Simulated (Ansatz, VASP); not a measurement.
## One calculation of Sb5S2, two programs

```xyz
7
Lattice="2.0198 1.1661 14.2305 -2.0198 1.1661 14.2305 0.0000 -2.3323 14.2305" Properties=species:S:1:pos:R:3 pbc="T T T"
Sb    0.0000    0.0000   18.3962
Sb    0.0000    0.0000   30.4262
Sb    0.0000    0.0000   24.2951
Sb    0.0000    0.0000   12.2651
Sb    0.0000    0.0000    0.0000
S     0.0000    0.0000    5.5171
S     0.0000    0.0000   37.1743
```

Alike in both runs: functional PBE; k mesh 5 × 5 × 5; occupations gaussian, width 0.2 eV; no spin polarisation.

Ansatz relaxed the structure, and its values are those at the end. VASP's run is a single point on that final structure, the one shown.

|  | VASP | Ansatz |
| --- | --- | --- |
| version | VASP 6.6.1 | Ansatz 0.2.0 |
| potentials or method | VASP PAW PBE potentials, release 64 (Sb, S), cutoff 520 eV | scalar-relativistic, plane waves, PAW |
| valence electrons in the cell | 37 | 87 |

|  | VASP | Ansatz | Ansatz less VASP |
| --- | --- | --- | --- |
| gap on the k mesh at the Fermi level (eV) | none | none | - |
| pressure (GPa) | 0.5 | 0.5 | +0.08 |
| rms of the force components (eV/Å) | 0.015 | 0.015 | 0.0000 |

A gap of «none» marks a metal or a gap that the smearing closes. VASP's potentials hold 37 valence electrons a cell and Ansatz's 87, so a difference there can come from the potentials and not from the codes.

The k mesh is coarse, so the values compare programs but aren't converged. Neither program's run includes spin-orbit coupling.
